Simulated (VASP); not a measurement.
# MoPd (P-6m2) in VASP: notebook

MoPd is run at these levels: LDA; tasks: single point.

All numbers are computed with VASP 6.6.1; they aren't measurements. Logs are shortened: lines on timing, memory, paths and dates and some standing lists are left out, and cuts for length are marked.

### 1 The cell of the first run

Symmetry: P-6m2, No. 187, hexagonal system. The conventional cell has a = 2.677 Å, b = 2.677 Å, c = 4.376 Å, α = 90.00°, β = 90.00°, γ = 120.00°. Within 3.5 Å of Mo (site symmetry -6m2) lie 6 Mo at 2.68 Å and 6 Pd at 2.68 Å. Pd (site symmetry -6m2) has 6 Pd at 2.68 Å and 6 Mo at 2.68 Å within 3.5 Å.

### 2 Single point, LDA

File INCAR:

```
SYSTEM = MoPd
PREC = Accurate
ENCUT = 520
EDIFF = 1E-6
ISMEAR = 1
SIGMA = 0.05
LREAL = .False.
LASPH = .True.
NELM = 80
ALGO = Normal
ISIF = 2
LWAVE = .False.
LCHARG = .False.
NBANDS = 19
```

File KPOINTS:

```
Automatic mesh
0
Gamma
  9 9 5
  0 0 0
```

File POSCAR:

```
MoPd
1.0
    2.6773457546      0.0000000000      0.0000000000
   -1.3386728773      2.3186495230      0.0000000000
    0.0000000000      0.0000000000      4.3758801368
Mo Pd
1 1
Direct
    0.6666666667      0.3333333333      0.5000000000
    0.3333333333      0.6666666667      0.0000000000
```

Potentials or basis: VASP PAW LDA potentials, release 64 (Mo_sv, Pd).

On the command line:

```sh
cat potpaw_LDA.64/Mo_sv/POTCAR potpaw_LDA.64/Pd/POTCAR > POTCAR
mpirun -np 1 vasp_std > vasp.out
```

OUTCAR:

```text
SYSTEM = MoPd
   PREC = Accurate
   ENCUT = 520
   EDIFF = 1E-6
   ISMEAR = 1
   LREAL = .False.
   LASPH = .True.
   NELM = 80
   ISIF = 2

 ion  position               nearest neighbor table
   1  0.667  0.333  0.500-   2 2.68   2 2.68   2 2.68   2 2.68   2 2.68   2 2.68
   2  0.333  0.667  0.000-   1 2.68   1 2.68   1 2.68   1 2.68   1 2.68   1 2.68

  LATTYP: Found a hexagonal cell.
 ALAT       =     2.6773457546
 C/A-ratio  =     1.6344097991

  Lattice vectors:

 A1 = (   2.6773457546,   0.0000000000,   0.0000000000)
 A2 = (  -1.3386728773,   2.3186495230,   0.0000000000)
 A3 = (   0.0000000000,   0.0000000000,   4.3758801368)

Analysis of symmetry for initial positions (statically):
=====================================================================
 Subroutine PRICEL returns:
 Original cell was already a primitive cell.

 Routine SETGRP: Setting up the symmetry group for a
 hexagonal supercell.

 Subroutine GETGRP returns: Found 12 space group operations
 (whereof 12 operations were pure point group operations)
 out of a pool of 24 trial point group operations.

The static configuration has the point symmetry D_3h.

Analysis of symmetry for dynamics (positions and initial velocities):
=====================================================================
 Subroutine PRICEL returns:
 Original cell was already a primitive cell.

 Routine SETGRP: Setting up the symmetry group for a
 hexagonal supercell.

 Subroutine GETGRP returns: Found 12 space group operations
 (whereof 12 operations were pure point group operations)
 out of a pool of 24 trial point group operations.

The dynamic configuration has the point symmetry D_3h.

 Subroutine INISYM returns: Found 12 space group operations
 (whereof 12 operations are pure point group operations),
 and found     1 'primitive' translations

----------------------------------------------------------------------------------------

                                     Primitive cell

  volume of cell :      27.1647

  direct lattice vectors                    reciprocal lattice vectors
     2.677345755  0.000000000  0.000000000     0.373504243  0.215642767  0.000000000
    -1.338672877  2.318649523  0.000000000     0.000000000  0.431285535  0.000000000
     0.000000000  0.000000000  4.375880137     0.000000000  0.000000000  0.228525455

  length of vectors
     2.677345755  2.677345828  4.375880137     0.431285547  0.431285535  0.228525455

  position of ions in fractional coordinates (direct lattice)
     0.666666667  0.333333333  0.500000000
     0.333333333  0.666666667  0.000000000

  ion indices of the primitive-cell ions
   primitive index   ion index
                 1           1
                 2           2

----------------------------------------------------------------------------------------

 KPOINTS: Automatic mesh

Automatic generation of k-mesh.
 Grid dimensions read from file:
 generate k-points for:    9    9    5

 Generating k-lattice:

  Cartesian coordinates                     Fractional coordinates (reciprocal lattice)
     0.041500471  0.023960307  0.000000000     0.111111111 -0.000000000  0.000000000
     0.000000000  0.047920615  0.000000000     0.000000000  0.111111111  0.000000000
     0.000000000  0.000000000  0.045705091     0.000000000  0.000000000  0.200000000

  Length of vectors
     0.047920616  0.047920615  0.045705091

  Shift w.r.t. Gamma in fractional coordinates (k-lattice)
     0.000000000  0.000000000  0.000000000

 Subroutine IBZKPT returns following result:
 ===========================================

 Found     36 irreducible k-points:

 Following reciprocal coordinates:
            Coordinates               Weight
  0.000000  0.000000  0.000000      1.000000
  0.111111  0.000000  0.000000      6.000000
  0.222222 -0.000000  0.000000      6.000000
  0.333333  0.000000  0.000000      6.000000
  0.444444 -0.000000  0.000000      6.000000
  0.111111  0.111111  0.000000      6.000000
[... 16 lines left out ...]
  0.333333  0.222222  0.200000     24.000000
  0.333333  0.333333  0.200000      4.000000
 [... further k-points ...]
   k-points           NKPTS =     36   k-points in BZ     NKDIM =     36   number of bands    NBANDS=     19
   number of dos      NEDOS =    301   number of ions     NIONS =      2
   total plane-waves  NPLWV =  14400
   dimension x,y,z NGX =    20 NGY =   20 NGZ =   36
   dimension x,y,z NGXF=    40 NGYF=   40 NGZF=   72
   ions per type =               1   1
   NGX,Y,Z   is equivalent  to a cutoff of  12.42, 12.42, 13.68 a.u.
   NGXF,Y,Z  is equivalent  to a cutoff of  24.84, 24.84, 27.35 a.u.
 SYSTEM =  MoPd
   PREC   = accura    normal or accurate (medium, high low for compatibility)
   ISTART =      0    job   : 0-new  1-cont  2-samecut
   ICHARG =      2    charge: 1-file 2-atom 10-const
   ISPIN  =      1    spin polarized calculation?
   LNONCOLLINEAR =      F non collinear calculations
   LSORBIT =      F    spin-orbit coupling
   LASPH  =      T    aspherical Exc in radial PAW
   ENCUT  =  520.0 eV  38.22 Ry    6.18 a.u.   4.98  4.98  8.14*2*pi/ulx,y,z
   NELM   =     80;   NELMIN=  2; NELMDL= -5     # of ELM steps
   EDIFF  = 0.1E-05   stopping-criterion for ELM
   LREAL  =      F    real-space projection
   EDIFFG = 0.1E-04   stopping-criterion for IOM
   NSW    =      0    number of steps for IOM
   IBRION =     -1    ionic relax: 0-MD 1-quasi-New 2-CG
   NFREE  =      0    steps in history (QN), initial steepest desc. (CG)
   ISIF   =      2    stress and relaxation
   ISYM   =      2    0-nonsym 1-usesym 2-fastsym
   POTIM  = 0.5000    time-step for ionic-motion
   TEBEG  =    0.0;   TEEND  =   0.0 temperature during run
   PSTRESS=    0.0 pullay stress
   NELECT =      24.0000    total number of electrons
   NUPDOWN=      -1.0000    fix difference up-down
   EMIN   =  10.00;   EMAX   =-10.00  energy-range for DOS
   EFERMI =   0.00;   METHOD = LEGACY
   ISMEAR =     1;   SIGMA  =   0.05  broadening in eV -4-tet -1-fermi 0-gaus
   EFERMI_NEDOS =   21; number of points for ismear=-14 and -15
   IALGO  =     38    algorithm
   IMIX   =      4    mixing-type and parameters
     AMIX     =   0.40;   BMIX     =  1.00
     AMIX_MAG =   1.60;   BMIX_MAG =  1.00
  volume/ion in A,a.u.               =      13.58        91.66
  Fermi-wavevector in a.u.,A,eV,Ry     =   1.570882  2.968537 33.574695  2.467670
  Thomas-Fermi vector in A             =   2.672549
   LORBIT       =      0    0 simple, 1 ext, 2 COOP (PROOUT), +10 PAW based schemes
   GGA     = CA    functional components
   LHFCALC =     F    Hartree Fock is set to
   AEXX    =    0.0000 exact exchange contribution
   IVDW    =     0    specifies the selected vdW correction
   LEPSILON=     F    determine dielectric tensor
   LRPA    =     F    only Hartree local field effects (RPA)
 non-spin polarized calculation
 Methfessel and Paxton  Order N= 1 SIGMA  =   0.05
  energy-cutoff  :      520.00
  volume of cell :       27.16
 maximum number of plane-waves:       762
 NGX is ok and might be reduce to    20
   NGX =  9   NGY =  9   NGZ = 17

 number of electron      24.0000000 magnetization

 Free energy of the ion-electron system (eV)
  ---------------------------------------------------
  ext. energy  EPLUGINS =         0.00000000
  ---------------------------------------------------
  free energy    TOTEN  =       -18.51450099 eV

  energy without entropy =      -18.51477369  energy(sigma->0) =      -18.51459189

 E-fermi :  13.1736     XC(G=0): -14.2319

 val. band max:       13.1617661372   @ k =   0.0000   0.0000   0.4000
 cond. band min:      13.1759258189   @ k =   0.1111   0.0000   0.2000
 fundamental gap:      0.0141596817
 Fermi energy:        13.1736410622

 k-point     1 :       0.0000    0.0000    0.0000
  band No.  band energies     occupation
      1     -47.3904      2.00000
      2     -21.7764      2.00000
      3     -20.7303      2.00000
      4     -20.7303      2.00000
      5       5.0904      2.00000
      6       6.8227      2.00000
[... 11 lines left out ...]
     18      27.4388      0.00000
     19      29.8542      0.00000

 k-point     2 :       0.1111    0.0000    0.0000
  band No.  band energies     occupation
      1     -47.3571      2.00000
      2     -21.7477      2.00000
      3     -20.9376      2.00000
      4     -20.7764      2.00000
      5       5.5442      2.00000
      6       7.1487      2.00000
[... 11 lines left out ...]
     18      28.4637      0.00000
     19      30.4446      0.00000

 k-point     3 :       0.2222   -0.0000    0.0000
  band No.  band energies     occupation
      1     -47.2720      2.00000
      2     -21.6740      2.00000
      3     -21.4447      2.00000
      4     -20.8915      2.00000
      5       6.6335      2.00000
      6       7.6491      2.00000
[... 11 lines left out ...]
     18      28.2328      0.00000
     19      29.9077      0.00000

 k-point     4 :       0.3333    0.0000    0.0000
  band No.  band energies     occupation
      1     -47.1735      2.00000
      2     -21.9942      2.00000
      3     -21.5889      2.00000
      4     -21.0196      2.00000
      5       7.0585      2.00000
      6       7.7832      2.00000
[... 11 lines left out ...]
     18      24.7911      0.00000
     19      28.3094      0.00000

 k-point     5 :       0.4444   -0.0000    0.0000
  band No.  band energies     occupation
      1     -47.1081      2.00000
      2     -22.3394      2.00000
      3     -21.5325      2.00000
      4     -21.1018      2.00000
      5       6.7844      2.00000
      6       7.3768      2.00000
[... 11 lines left out ...]
     18      24.0625      0.00000
     19      26.6473      0.00000
[... 334 lines left out ...]
      2     -22.3228      2.00000
      3     -21.5153      2.00000
      4     -21.2454      2.00000
      5       6.8829      2.00000
      6       7.2959      2.00000
[... 11 lines left out ...]
     18      25.3944      0.00000
     19      25.9831      0.00000

 k-point    22 :       0.2222    0.2222    0.2000
  band No.  band energies     occupation
      1     -47.1298      2.00000
      2     -22.0156      2.00000
      3     -21.5508      2.00000
      4     -21.3123      2.00000
      5       7.6555      2.00000
      6       8.1459      2.00000
[... 11 lines left out ...]
     18      25.1891      0.00000
     19      27.2106      0.00000

 k-point    23 :       0.3333    0.2222    0.2000
  band No.  band energies     occupation
      1     -47.0798      2.00000
      2     -22.1387      2.00000
      3     -21.5314      2.00000
      4     -21.5049      2.00000
      5       7.3733      2.00000
      6       8.0830      2.00000
[... 11 lines left out ...]
     18      24.8031      0.00000
     19      26.8743      0.00000

 k-point    24 :       0.3333    0.3333    0.2000
  band No.  band energies     occupation
      1     -47.0624      2.00000
      2     -21.9057      2.00000
      3     -21.8925      2.00000
      4     -21.4891      2.00000
      5       7.5947      2.00000
      6       8.2793      2.00000
[... 11 lines left out ...]
     18      26.3603      0.00000
     19      27.2713      0.00000

 [... further k-points ...]

------------------------ aborting loop because EDIFF is reached ----------------------------------------

  FORCE on cell =-STRESS in cart. coord.  units (eV):
  Direction    XX          YY          ZZ          XY          YZ          ZX
  --------------------------------------------------------------------------------------
  -------------------------------------------------------------------------------------
  Total        3.2191811      3.2191814      3.6012593      0.0000000     -0.0000000      0.0000000
  in kB      189.8676651    189.8676790    212.4026765      0.0000000     -0.0000000      0.0000000
  external PRESSURE =     197.3793402 kB  Pullay stress =       0.0000000 kB

 VOLUME and BASIS-vectors are now :
 -----------------------------------------------------------------------------
  energy-cutoff  :      520.00
  volume of cell :       27.16
      direct lattice vectors                 reciprocal lattice vectors
     2.677345755  0.000000000  0.000000000     0.373504243  0.215642767  0.000000000
    -1.338672877  2.318649523  0.000000000     0.000000000  0.431285535  0.000000000
     0.000000000  0.000000000  4.375880137     0.000000000  0.000000000  0.228525455

 POSITION                                       TOTAL-FORCE (eV/Angst)
 -----------------------------------------------------------------------------------
      1.33867      0.77288      2.18794        -0.000000      0.000000      0.000000
     -0.00000      1.54577      0.00000         0.000000     -0.000000      0.000000
 -----------------------------------------------------------------------------------
    total drift:                               -0.000000     -0.000000      0.000000

  FREE ENERGIE OF THE ION-ELECTRON SYSTEM (eV)
  ---------------------------------------------------
  free  energy   TOTEN  =       -18.5145009874 eV

  energy  without entropy=      -18.5147736873  energy(sigma->0) =      -18.51459189
```

Run time: 10 s. Hardware: 1 thread of AMD EPYC 9R45 (Zen 5), shared host; peak memory 0.11 GiB.

Results:

* Free energy: -18.5145 eV
* Pressure: 19.7 GPa
* Band gap on the k mesh: zero (band 12 reaches 14.48 eV, above the bottom of band 13 at 12.33 eV)

Levels at points of the mesh, in eV from the Fermi level:
```
           k point  band 9  band 10  band 11  band 12  band 13  band 14  band 15  band 16
(0.00, 0.00, 0.00)   -2.74    -2.42    -2.42    -0.62    -0.62     1.00     2.77     2.77
```

### 3 Single point, LDA

This run uses another cell than the first one, of 14.20 Å³/atom, 1.045 times its volume.

File INCAR:

```
SYSTEM = MoPd
ALGO = Normal
EDIFF = 1E-6
ENCUT = 520
GGA = CA
ISIF = 2
ISMEAR = 1
LASPH = .TRUE.
LCHARG = .FALSE.
LREAL = .FALSE.
LWAVE = .FALSE.
NBANDS = 19
NELM = 100
PREC = Accurate
SIGMA = 0.05
```

File KPOINTS:

```
k-points
0
G
  9 9 5
  0 0 0
```

File POSCAR:

```
MoPd
1.0
    2.7173120312      0.0000000000      0.0000000000
   -1.3586560156      2.3532613351      0.0000000000
    0.0000000000      0.0000000000      4.4412014110
Mo Pd
1 1
Direct
    0.6666666667      0.3333333333      0.5000000000
    0.3333333333      0.6666666667      0.0000000000
```

Potentials or basis: VASP PAW LDA potentials, release 64 (Mo_sv, Pd).

On the command line:

```sh
cat potpaw_LDA.64/Mo_sv/POTCAR potpaw_LDA.64/Pd/POTCAR > POTCAR
mpirun -np 1 vasp_std > vasp.out
```

Run time: 10 s. Hardware: 1 thread of AMD EPYC 9R45 (Zen 5), shared host; peak memory 0.11 GiB.

The run converged. Its results:

```yaml
Free_energy: -18.6097 eV
Pressure: 5.3 GPa
Band_gap_on_the_k_mesh: zero (band 12 reaches 13.62 eV, above the bottom of band 13 at 11.57 eV)
```

Stress tensor (GPa, compression positive):
```
4.75 0.00 0.00
0.00 4.75 0.00
0.00 0.00 6.52
```

Levels at points of the mesh, in eV from the Fermi level:
| k point | band 9 | band 10 | band 11 | band 12 | band 13 | band 14 | band 15 | band 16 |
| --- | --- | --- | --- | --- | --- | --- | --- | --- |
| (0.00, 0.00, 0.00) | -2.59 | -2.28 | -2.28 | -0.57 | -0.57 | 0.95 | 2.61 | 2.61 |

[end of part 1 of 2]
